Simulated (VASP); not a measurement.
# Ti4B (P-43m) in VASP: further runs

The runs below take Ti4B through single point, relaxation of cell and atoms, with PBE.

Everything below comes from runs of VASP 6.6.1. Logs are shortened: lines on timing, memory, paths and dates and some standing lists are left out, and cuts for length are marked.

### Step 1. The cell of the first run

Symmetry: P-43m, No. 215, cubic system. The conventional cell has a = 4.388 Å, b = 4.388 Å, c = 4.388 Å, α = 90.00°, β = 90.00°, γ = 90.00°. Within 2.7 Å of Ti (site symmetry 3m) lie 1 B at 2.05 Å. B (site symmetry -43m) has 4 Ti at 2.05 Å within 2.7 Å.

The cell was generated, and may not be a known phase.

### Step 2. Single point, PBE, collinear spin

INCAR

```
  PREC = Accurate
  ENCUT = 520
  EDIFF = 1E-6
  ISMEAR = 0
  SIGMA = 0.1
  LREAL = F
  LASPH = T
  NELM = 150
  ALGO = Fast
  ISIF = 2
  LWAVE = F
  LCHARG = T
  ISPIN = 2
  MAGMOM = 1 1 1 1 0
  LORBIT = 11
  LMAXMIX = 4
  GGA = PE
  LELF = T
  LVHAR = T
  NBANDS = 38
```

KPOINTS

```
Automatic mesh
0
Gamma
  4 4 4
```

POSCAR

```
Ti4B
1.0
    4.3883670381      0.0000000000      0.0000000000
    0.0000000000      4.3883670381      0.0000000000
    0.0000000000      0.0000000000      4.3883670381
Ti B
4 1
Direct
    0.2698278044      0.2698278044      0.2698278044
    0.7301721956      0.7301721956      0.2698278044
    0.2698278044      0.7301721956      0.7301721956
    0.7301721956      0.2698278044      0.7301721956
    0.0000000000      0.0000000000      0.0000000000
```

Potentials or basis: VASP PAW PBE potentials, release 64 (Ti_sv, B).

The run is started by

```sh
$ cat potpaw_PBE.64/Ti_sv/POTCAR potpaw_PBE.64/B/POTCAR > POTCAR
$ mpirun -np 1 vasp_std > vasp.out
```

OUTCAR:

```text
PREC = Accurate
   ENCUT = 520
   EDIFF = 1E-6
   ISMEAR = 0
   LREAL = F
   LASPH = T
   NELM = 150
   ISIF = 2
   ISPIN = 2
   LORBIT = 11
   GGA = PE

 ion  position               nearest neighbor table
   1  0.270  0.270  0.270-   5 2.05   3 2.86   4 2.86   2 2.86
   2  0.730  0.730  0.270-   5 2.05   3 2.86   4 2.86   1 2.86
   3  0.270  0.730  0.730-   5 2.05   2 2.86   4 2.86   1 2.86
   4  0.730  0.270  0.730-   5 2.05   2 2.86   3 2.86   1 2.86
   5  0.000  0.000  0.000-   1 2.05   2 2.05   3 2.05   4 2.05

  LATTYP: Found a simple cubic cell.
 ALAT       =     4.3883670381

  Lattice vectors:

 A1 = (   4.3883670381,   0.0000000000,   0.0000000000)
 A2 = (   0.0000000000,   4.3883670381,   0.0000000000)
 A3 = (   0.0000000000,   0.0000000000,   4.3883670381)

Analysis of symmetry for initial positions (statically):
=====================================================================
 Subroutine PRICEL returns:
 Original cell was already a primitive cell.

 Routine SETGRP: Setting up the symmetry group for a
 simple cubic supercell.

 Subroutine GETGRP returns: Found 24 space group operations
 (whereof 24 operations were pure point group operations)
 out of a pool of 48 trial point group operations.

The static configuration has the point symmetry T_d .

Analysis of symmetry for dynamics (positions and initial velocities):
=====================================================================
 Subroutine PRICEL returns:
 Original cell was already a primitive cell.

 Routine SETGRP: Setting up the symmetry group for a
 simple cubic supercell.

 Subroutine GETGRP returns: Found 24 space group operations
 (whereof 24 operations were pure point group operations)
 out of a pool of 48 trial point group operations.

The dynamic configuration has the point symmetry T_d .

Analysis of structural, dynamic, and magnetic symmetry:
=====================================================================
 Subroutine PRICEL returns:
 Original cell was already a primitive cell.

 Routine SETGRP: Setting up the symmetry group for a
 simple cubic supercell.

 Subroutine GETGRP returns: Found 24 space group operations
 (whereof 24 operations were pure point group operations)
 out of a pool of 48 trial point group operations.

The overall configuration has the point symmetry T_d .

 Subroutine INISYM returns: Found 24 space group operations
 (whereof 24 operations are pure point group operations),
 and found     1 'primitive' translations

----------------------------------------------------------------------------------------

                                     Primitive cell

  volume of cell :      84.5101

  direct lattice vectors                    reciprocal lattice vectors
     4.388367038  0.000000000  0.000000000     0.227875196  0.000000000  0.000000000
     0.000000000  4.388367038  0.000000000     0.000000000  0.227875196  0.000000000
     0.000000000  0.000000000  4.388367038     0.000000000  0.000000000  0.227875196

  length of vectors
     4.388367038  4.388367038  4.388367038     0.227875196  0.227875196  0.227875196

  position of ions in fractional coordinates (direct lattice)
     0.269827804  0.269827804  0.269827804
     0.730172196  0.730172196  0.269827804
     0.269827804  0.730172196  0.730172196
     0.730172196  0.269827804  0.730172196
     0.000000000  0.000000000  0.000000000

  ion indices of the primitive-cell ions
   primitive index   ion index
                 1           1
                 2           2
                 3           3
                 4           4
                 5           5

----------------------------------------------------------------------------------------

 KPOINTS: Automatic mesh

Automatic generation of k-mesh.
 Grid dimensions read from file:
 generate k-points for:    4    4    4

 Generating k-lattice:

  Cartesian coordinates                     Fractional coordinates (reciprocal lattice)
     0.056968799  0.000000000  0.000000000     0.250000000  0.000000000  0.000000000
     0.000000000  0.056968799  0.000000000     0.000000000  0.250000000  0.000000000
     0.000000000  0.000000000  0.056968799     0.000000000  0.000000000  0.250000000

  Length of vectors
     0.056968799  0.056968799  0.056968799

  Shift w.r.t. Gamma in fractional coordinates (k-lattice)
     0.000000000  0.000000000  0.000000000

 Subroutine IBZKPT returns following result:
 ===========================================

 Found     10 irreducible k-points:

 Following reciprocal coordinates:
            Coordinates               Weight
  0.000000  0.000000  0.000000      1.000000
  0.250000  0.000000  0.000000      6.000000
  0.500000  0.000000  0.000000      3.000000
  0.250000  0.250000  0.000000     12.000000
  0.500000  0.250000  0.000000     12.000000
  0.500000  0.500000  0.000000      3.000000
  0.250000  0.250000  0.250000      8.000000
  0.500000  0.250000  0.250000     12.000000
  0.500000  0.500000  0.250000      6.000000
  0.500000  0.500000  0.500000      1.000000
   k-points           NKPTS =     10   k-points in BZ     NKDIM =     10   number of bands    NBANDS=     38
   number of dos      NEDOS =    301   number of ions     NIONS =      5
   total plane-waves  NPLWV =  46656
   dimension x,y,z NGX =    36 NGY =   36 NGZ =   36
   dimension x,y,z NGXF=    72 NGYF=   72 NGZF=   72
   ions per type =               4   1
   NGX,Y,Z   is equivalent  to a cutoff of  13.64, 13.64, 13.64 a.u.
   NGXF,Y,Z  is equivalent  to a cutoff of  27.28, 27.28, 27.28 a.u.
 SYSTEM =  unknown system
   PREC   = accura    normal or accurate (medium, high low for compatibility)
   ISTART =      0    job   : 0-new  1-cont  2-samecut
   ICHARG =      2    charge: 1-file 2-atom 10-const
   ISPIN  =      2    spin polarized calculation?
   LNONCOLLINEAR =      F non collinear calculations
   LSORBIT =      F    spin-orbit coupling
   LASPH  =      T    aspherical Exc in radial PAW
   ENCUT  =  520.0 eV  38.22 Ry    6.18 a.u.   8.16  8.16  8.16*2*pi/ulx,y,z
   NELM   =    150;   NELMIN=  2; NELMDL= -5     # of ELM steps
   EDIFF  = 0.1E-05   stopping-criterion for ELM
   LREAL  =      F    real-space projection
   EDIFFG = 0.1E-04   stopping-criterion for IOM
   NSW    =      0    number of steps for IOM
   IBRION =     -1    ionic relax: 0-MD 1-quasi-New 2-CG
   NFREE  =      0    steps in history (QN), initial steepest desc. (CG)
   ISIF   =      2    stress and relaxation
   ISYM   =      2    0-nonsym 1-usesym 2-fastsym
   POTIM  = 0.5000    time-step for ionic-motion
   TEBEG  =    0.0;   TEEND  =   0.0 temperature during run
   PSTRESS=    0.0 pullay stress
   NELECT =      51.0000    total number of electrons
   NUPDOWN=      -1.0000    fix difference up-down
   EMIN   =  10.00;   EMAX   =-10.00  energy-range for DOS
   EFERMI =   0.00;   METHOD = LEGACY
   ISMEAR =     0;   SIGMA  =   0.10  broadening in eV -4-tet -1-fermi 0-gaus
   EFERMI_NEDOS =   21; number of points for ismear=-14 and -15
   IALGO  =     68    algorithm
   IMIX   =      4    mixing-type and parameters
     AMIX     =   0.40;   BMIX     =  1.00
     AMIX_MAG =   1.60;   BMIX_MAG =  1.00
  volume/ion in A,a.u.               =      16.90       114.06
  Fermi-wavevector in a.u.,A,eV,Ry     =   1.383445  2.614332 26.040469  1.913920
  Thomas-Fermi vector in A             =   2.508042
   LORBIT       =     11    0 simple, 1 ext, 2 COOP (PROOUT), +10 PAW based schemes
   GGA     = PE    functional components
   LHFCALC =     F    Hartree Fock is set to
   AEXX    =    0.0000 exact exchange contribution
   IVDW    =     0    specifies the selected vdW correction
   LEPSILON=     F    determine dielectric tensor
   LRPA    =     F    only Hartree local field effects (RPA)
 spin polarized calculation
 RMM-DIIS sequential band-by-band and
 Gauss-broadening in eV      SIGMA  =   0.10
  energy-cutoff  :      520.00
  volume of cell :       84.51
 maximum number of plane-waves:      2301
 NGX is ok and might be reduce to    36
   NGX = 17   NGY = 17   NGZ = 17

 number of electron      50.9999999 magnetization       0.0877943

 Free energy of the ion-electron system (eV)
  ---------------------------------------------------
  ext. energy  EPLUGINS =         0.00000000
  ---------------------------------------------------
  free energy    TOTEN  =       -35.71297750 eV

  energy without entropy =      -35.65446410  energy(sigma->0) =      -35.68372080

 E-fermi :   7.0922     XC(G=0): -11.0128

 val. band max:        7.0882424191   @ k =   0.2500   0.2500   0.2500
 cond. band min:       7.0972814864   @ k =   0.2500   0.2500   0.2500
 fundamental gap:      0.0090390673
 Fermi energy:         7.0922446801

 spin component 1

 k-point     1 :       0.0000    0.0000    0.0000
  band No.  band energies     occupation
      1     -49.8224      1.00000
      2     -49.7314      1.00000
      3     -49.7314      1.00000
      4     -49.7314      1.00000
      5     -26.2463      1.00000
      6     -26.2270      1.00000
[... 389 lines left out ...]
     36       9.9434      0.00000
     37      10.0034      0.00000
 Fermi energy:         7.0922446801

 spin component 2

 k-point     1 :       0.0000    0.0000    0.0000
  band No.  band energies     occupation
      1     -49.8081      1.00000
      2     -49.7171      1.00000
      3     -49.7171      1.00000
      4     -49.7171      1.00000
      5     -26.2316      1.00000
      6     -26.2127      1.00000
[... 389 lines left out ...]
     36       9.9737      0.00000
     37       9.9962      0.00000
 [bands above 37 left out]

------------------------ aborting loop because EDIFF is reached ----------------------------------------

  FORCE on cell =-STRESS in cart. coord.  units (eV):
  Direction    XX          YY          ZZ          XY          YZ          ZX
  --------------------------------------------------------------------------------------
  -------------------------------------------------------------------------------------
  Total        0.0861070      0.0861070      0.0861070      0.0000000     -0.0000000      0.0000000
  in kB        1.6324520      1.6324520      1.6324520      0.0000000     -0.0000000      0.0000000
  external PRESSURE =       1.6324520 kB  Pullay stress =       0.0000000 kB

 VOLUME and BASIS-vectors are now :
 -----------------------------------------------------------------------------
  energy-cutoff  :      520.00
  volume of cell :       84.51
      direct lattice vectors                 reciprocal lattice vectors
     4.388367038  0.000000000  0.000000000     0.227875196  0.000000000  0.000000000
     0.000000000  4.388367038  0.000000000     0.000000000  0.227875196  0.000000000
     0.000000000  0.000000000  4.388367038     0.000000000  0.000000000  0.227875196

 POSITION                                       TOTAL-FORCE (eV/Angst)
 -----------------------------------------------------------------------------------
      1.18410      1.18410      1.18410         0.013609      0.013609      0.013609
      3.20426      3.20426      1.18410        -0.013609     -0.013609      0.013609
      1.18410      3.20426      3.20426         0.013609     -0.013609     -0.013609
      3.20426      1.18410      3.20426        -0.013609      0.013609     -0.013609
      0.00000      0.00000      0.00000        -0.000000     -0.000000     -0.000000
 -----------------------------------------------------------------------------------
    total drift:                                0.000000      0.000000     -0.000000

  FREE ENERGIE OF THE ION-ELECTRON SYSTEM (eV)
  ---------------------------------------------------
  free  energy   TOTEN  =       -35.7129775007 eV

  energy  without entropy=      -35.6544640997  energy(sigma->0) =      -35.68372080

 total charge

# of ion       s       p       d       tot
------------------------------------------
    1        2.231   6.116   1.899  10.245
    2        2.231   6.116   1.899  10.245
    3        2.231   6.116   1.899  10.245
    4        2.231   6.116   1.899  10.245
    5        0.850   1.093   0.000   1.944
--------------------------------------------------
tot          9.774  25.557   7.595  42.925

 magnetization (x)

# of ion       s       p       d       tot
------------------------------------------
    1        0.000   0.001   0.015   0.016
    2        0.000   0.001   0.015   0.016
    3        0.000   0.001   0.015   0.016
    4        0.000   0.001   0.015   0.016
    5        0.000   0.003   0.000   0.003
--------------------------------------------------
tot          0.001   0.006   0.059   0.066
```

Run time: 7.2 min. Hardware: 1 thread of Intel Xeon 8259CL, shared host; peak memory 0.26 GiB.

What came out:

```yaml
Free_energy: -35.7130 eV
Pressure: 0.2 GPa
Largest_force: 0.024 eV/Å
Net_moment: 0.09 μB per cell
Valence_electrons_inside_the_program's_atomic_spheres: Ti 10.24; B 1.94
```

Forces in eV/Å, atoms in the order of the input:
```
Ti   0.014  0.014  0.014
Ti  -0.014 -0.014  0.014
Ti   0.014 -0.014 -0.014
Ti  -0.014  0.014 -0.014
B    0.000  0.000  0.000
```

Levels at points of the mesh, in eV from the Fermi level:
Spin up:
| k point | band 23 | band 24 | band 25 | band 26 | band 27 | band 28 | band 29 | band 30 |
| --- | --- | --- | --- | --- | --- | --- | --- | --- |
| (0.00, 0.00, 0.00) | -1.37 | -0.08 | -0.08 | -0.08 | -0.03 | 1.24 | 1.24 | 2.15 |
| (0.50, 0.00, 0.00) | -0.66 | -0.54 | -0.36 | -0.33 | 0.01 | 0.01 | 0.21 | 1.23 |
| (0.50, 0.50, 0.00) | -1.03 | -0.76 | -0.39 | -0.16 | 0.17 | 0.17 | 0.77 | 0.77 |
| (0.50, 0.50, 0.50) | -1.41 | -0.92 | 0.49 | 0.49 | 0.49 | 0.51 | 0.51 | 0.72 |
Spin down:
```
           k point  band 23  band 24  band 25  band 26  band 27  band 28
(0.00, 0.00, 0.00)    -1.36    -0.07    -0.07    -0.07    -0.02     1.25
(0.50, 0.00, 0.00)    -0.64    -0.53    -0.35    -0.32     0.02     0.02
(0.50, 0.50, 0.00)    -1.01    -0.75    -0.38    -0.14     0.18     0.18
(0.50, 0.50, 0.50)    -1.40    -0.90     0.50     0.50     0.50     0.53
```

(Continued in part 2 of 2.)
